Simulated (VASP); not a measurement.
A run of VASP 6.6.1 is set up as follows.

INCAR

```
SYSTEM = InSb
  PREC = Accurate
  ENCUT = 520
  EDIFF = 1E-6
  ISMEAR = 0
  SIGMA = 0.15
  LREAL = .False.
  LASPH = .True.
  NELM = 60
  ALGO = Normal
  ISIF = 2
  LWAVE = .False.
  LCHARG = .False.
  GGA = PS
  NBANDS = 16
```

KPOINTS

```
Automatic mesh
0
Gamma
  12 12 12
  0 0 0
```

POSCAR

```
InSb
1.0
    0.0000000000      3.2391000000      3.1095360000
    3.2391000000      0.0000000000      3.1095360000
    3.2391000000      3.2391000000      0.0000000000
In Sb
1 1
Direct
    0.0000000000      0.0000000000      0.0000000000
    0.7500000000      0.7500000000      0.7500000000
```

Potentials or basis: VASP PAW PBE potentials, release 64 (In_d, Sb).

The run is started by

```sh
$ cat potpaw_PBE.64/In_d/POTCAR potpaw_PBE.64/Sb/POTCAR > POTCAR
$ mpirun -np 1 vasp_std > vasp.out
```

**Question.** Predict the band gap on the k mesh.

**Answer.** 0.16 eV.

**Question.** What does it give for the pressure?

**Answer.** 2.9 GPa.

Stress tensor (GPa, compression positive):
```
2.61 0.00 0.00
0.00 2.61 0.00
0.00 0.00 3.60
```

Caveat: the cell differs from its parent crystal (strain -0.0400 x Voigt [0, 0, 1, 0, 0, 0]); semilocal functionals underestimate gaps, and a narrow one can read as zero; the PAW data sets were made with another functional, which shifts forces and pressure a little; spin-orbit coupling is left out, which moves the levels of the heavy elements. A k mesh can miss the band edges.
